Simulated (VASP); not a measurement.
The system is Ru.

```
Ru
1.0
     2.69994    0.00000    0.00000
    -1.34997    2.33821    0.00000
     0.00000    0.00000    4.27107
Ru
2
Direct
  0.33333 0.66667 0.25000
  0.66667 0.33333 0.75000
```

Base run:

| Quantity | Value |
| --- | --- |
| Program | VASP 6.6.1 |
| Functional | r2SCAN |
| Potentials or basis | VASP PAW PBE potentials, release 64 (Ru_pv) |
| Cutoff | 520 eV |
| k mesh | 12 × 12 × 6 |
| Occupations | fermi-dirac, width 0.02 eV |
| Spin | no spin polarisation |

Its results: band gap on the k mesh zero (bands 14 and 15 overlap by 3.33 eV); pressure 1.5 GPa.

Question: The run is repeated on the same cell with these changes: functional from r2SCAN to PBE. What comes out?

Answer: Band gap on the k mesh zero (bands 14 and 15 overlap by 3.18 eV); pressure 6.6 GPa.

Caveats: the PAW data sets were made with another functional, which shifts forces and pressure a little (at least some runs); the cell stands under pressure (at least some runs).
